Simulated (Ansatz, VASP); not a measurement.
**HgTe: VASP beside Ansatz**

The input INCAR:

```
SYSTEM = HgTe
PREC = Accurate
ENCUT = 520
EDIFF = 1E-8
ISMEAR = -1
SIGMA = 0.08
LREAL = .FALSE.
LASPH = .TRUE.
NELM = 80
ALGO = Normal
ISIF = 2
LWAVE = .FALSE.
LCHARG = .FALSE.
GGA = PE
LEFG = .TRUE.
NBANDS = 16
```

The input KPOINTS:

```
regular mesh
0
G
  10 10 10
  0 0 0
```

File POSCAR:

```
HgTe
1.0
   -0.0292150000      2.9068925000      2.9068925000
    2.9068925000     -0.0292150000      2.9068925000
    2.9068925000      2.9068925000     -0.0292150000
Hg Te
1 1
Direct
    0.0000000000      0.0000000000      0.0000000000
    0.5000000000      0.5000000000      0.5000000000
```

Input for Ansatz:

```yaml
crystal:
  lattice:
    - [-0.029215, 2.9068925, 2.9068925]
    - [2.9068925, -0.029215, 2.9068925]
    - [2.9068925, 2.9068925, -0.029215]
  atoms:
    - { symbol: Hg, position: [0.0, 0.0, 0.0] }
    - { symbol: Te, position: [0.5, 0.5, 0.5] }
kpoints:
  mp_grid: { grid: [10, 10, 10] }
scf:
  occupations: { method: fermi_dirac, width: 0.08 }
hamiltonian:
  xc: pbe
  pseudopotentials: { kind: paw }
output:
  forces: true
  stress: true
  eigenvalues: true
  efg: { contact_densities: true }
```

Change from the starting cell: equal xy, yz and zx shear strains of -1 %, PAW files.

Alike in both runs: task electric field gradients; functional PBE; k mesh 10 × 10 × 10; occupations fermi-dirac, width 0.08 eV; no spin polarisation.

|  | VASP | Ansatz |
| --- | --- | --- |
| version | VASP 6.6.1 | Ansatz 0.2.0 |
| potentials or method | VASP PAW PBE potentials, release 64 (Hg, Te) | PAW with Ansatz's default frozen-core files, scalar-relativistic |
| plane-wave cutoff (eV) | 520 | 420 |
| valence electrons in the cell | 18 | 36 |

```csv
,VASP,Ansatz,Ansatz less VASP
pressure (GPa),10.6,10.4,-0.24
"traceless stress, the component that is largest in VASP (GPa)",0.16,0.16,+0.002
size of Vzz on the site where it differs most (V/Å²),7.8,6.3,-1.51
```

VASP's potentials hold 18 valence electrons a cell and Ansatz's 36, so a difference there can come from the potentials and not from the codes.

Spin-orbit coupling is off throughout.
